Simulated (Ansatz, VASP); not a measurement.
Two plane-wave programs on Ir

```
Ir
1.0
    -1.51784    1.51784    1.51784
     1.51784   -1.51784    1.51784
     1.51784    1.51784   -1.51784
Ir
1
Direct
  0.00000 0.00000 0.00000
```

Alike in both runs: task single point; functional PBEsol; k mesh 16 × 16 × 16; occupations fermi-dirac, width 0.1 eV; no spin polarisation.

|  | VASP | Ansatz |
| --- | --- | --- |
| version | VASP 6.6.1 | Ansatz 0.2.0 |
| potentials or method | VASP PAW PBE potentials, release 64 (Ir_sv_GW), cutoff 500 eV | plane waves (420 eV) with PAW, scalar-relativistic |
| valence electrons in the cell | 17 | 17 |

VASP gave:

```
pressure (GPa) : 12.2
```

Task: Which values does Ansatz return?

Result: Pressure (GPa): 15.5.

VASP's potentials were made for PBE, not for PBEsol, and Ansatz warns of the same on its side.

Neither program's run includes spin-orbit coupling.
